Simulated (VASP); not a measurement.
Write the native input for VASP 6.6.1 that does the following.

| Item | Value |
| --- | --- |
| Task | single point |
| Functional | PBEsol |
| Potentials or basis | VASP PAW PBE potentials, release 64 (Se) |
| Cutoff | 520 eV |
| k mesh | 7 × 7 × 6 |
| Occupations | fermi-dirac, width 0.05 eV |
| Spin | no spin polarisation |
| Dipole correction | no |
| Further INCAR settings | ALGO = Normal; EDIFF = 1e-07; NBANDS = 16 |

The structure of Se lies in POSCAR:

```
Se
1.0
    4.3368957613      0.0000000000      0.0000000000
   -2.1684478807      3.7558619029      0.0000000000
    0.0000000000      0.0000000000      4.9203533607
Se
3
Direct
    0.7746000000      0.7746000000      0.0000000000
    0.0000000000      0.2254000000      0.6666666667
    0.2254000000      0.0000000000      0.3333333333
```

This cell differs from its parent crystal: volume scaled by 0.98.

These files were run (other wordings do the same):

INCAR

```
SYSTEM = Se
  PREC = Accurate
  ENCUT = 520
  EDIFF = 1E-7
  ISMEAR = -1
  SIGMA = 0.05
  LREAL = .False.
  LASPH = .True.
  NELM = 100
  ALGO = Normal
  ISIF = 2
  LWAVE = .False.
  LCHARG = .False.
  GGA = PS
  NBANDS = 16
```

KPOINTS

```
regular mesh
0
Gamma
  7 7 6
  0 0 0
```

Potentials or basis: VASP PAW PBE potentials, release 64 (Se).

The run is started by

```bash
$ cat potpaw_PBE.64/Se/POTCAR > POTCAR
$ mpirun -np 1 vasp_std > vasp.out
```

Results of the run:

| Property | Result |
| --- | --- |
| Pressure | 1.6 GPa |
| Largest force | 0.553 eV/Å |
| Band gap on the k mesh | 1.12 eV, indirect (least direct gap 1.46 eV) |

Caveat: the PAW data sets were made with another functional, which shifts forces and pressure a little.

Wall time 42 s on 1 thread of Intel(R) Xeon(R) Platinum 8488C (Sapphire Rapids) (shared host), peak memory 0.2 GiB.
